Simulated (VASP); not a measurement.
Ta8O21 (a cell with a defect), 29 atoms in the cell. The cell holds a defect, 29 atoms: a = 12.505 Å, b = 6.727 Å, c = 13.272 Å, α = 68.64°, β = 30.07°, γ = 81.29°. 

* Program: VASP 6.6.1
* Task: single point
* Functional: PBEsol
* Potentials or basis: VASP PAW PBE potentials, release 64 (Ta_pv, O)
* Cutoff: 520 eV
* k mesh: 1 × 1 × 1, shifted
* Occupations: fermi-dirac, width 0.01 eV
* Spin: no spin polarisation
* Dipole correction: no
* Further INCAR settings: ALGO = Normal; EDIFF = 1e-06; NBANDS = 127

Potentials or basis: VASP PAW PBE potentials, release 64 (Ta_pv, O).

Launch:

```bash
$ cat potpaw_PBE.64/Ta_pv/POTCAR potpaw_PBE.64/O/POTCAR > POTCAR
$ mpirun -np 1 vasp_std > vasp.out
```

Hardware: 1 thread of Intel(R) Xeon(R) 6975P-C (Granite Rapids), on a shared host.

Estimate the wall time of this run.

It took 7.3 min on 1 thread of Intel(R) Xeon(R) 6975P-C (Granite Rapids) (shared host), peak memory 0.96 GiB. Counts: scf iterations 17, k points 4.
